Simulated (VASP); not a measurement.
Runs of VASP 6.6.1 on ZnO. The structure is that of space group P6_3/mmc (No. 194), or close to it. The cells are those of the table. 

```csv
cell,gap on the mesh (eV),pressure (GPa)
"a = 3.266, b = 3.266, c = 6.863 Å, angles 90.0, 90.0, 120.0°, 4 atoms",0.79,0.3
"a = 3.266, b = 3.266, c = 7.094 Å, angles 90.0, 90.0, 120.0°, 4 atoms",0.83,0.3
"a = 3.266, b = 3.266, c = 6.632 Å, angles 90.0, 90.0, 120.0°, 4 atoms",0.76,0.5
"a = 3.266, b = 3.266, c = 6.978 Å, angles 90.0, 90.0, 120.0°, 4 atoms",(c),0.3
"a = 3.266, b = 3.266, c = 6.400 Å, angles 90.0, 90.0, 120.0°, 4 atoms",(a),0.6
"a = 3.266, b = 3.266, c = 5.244 Å, angles 90.0, 90.0, 120.0°, 4 atoms",0.72,5.4
"a = 3.266, b = 3.266, c = 5.706 Å, angles 90.0, 90.0, 120.0°, 4 atoms",0.68,(d)
"a = 3.266, b = 3.266, c = 5.938 Å, angles 90.0, 90.0, 120.0°, 4 atoms",(b),1.5
```

Alike in all rows: task single point; level PBE+D3(BJ); potentials or basis VASP PAW PBE potentials, release 64 (Zn, O); no spin polarisation; k mesh 12 × 12 × 6; cutoff (eV) 520; smearing gaussian 0.05 eV.

**Question.** Fill in the values left out.

**Answer.** (a) 0.73; (b) 0.69; (c) 0.81; (d) 2.3.

Caveats: the cell stands under pressure (at least some runs).

A k mesh can miss the band edges.
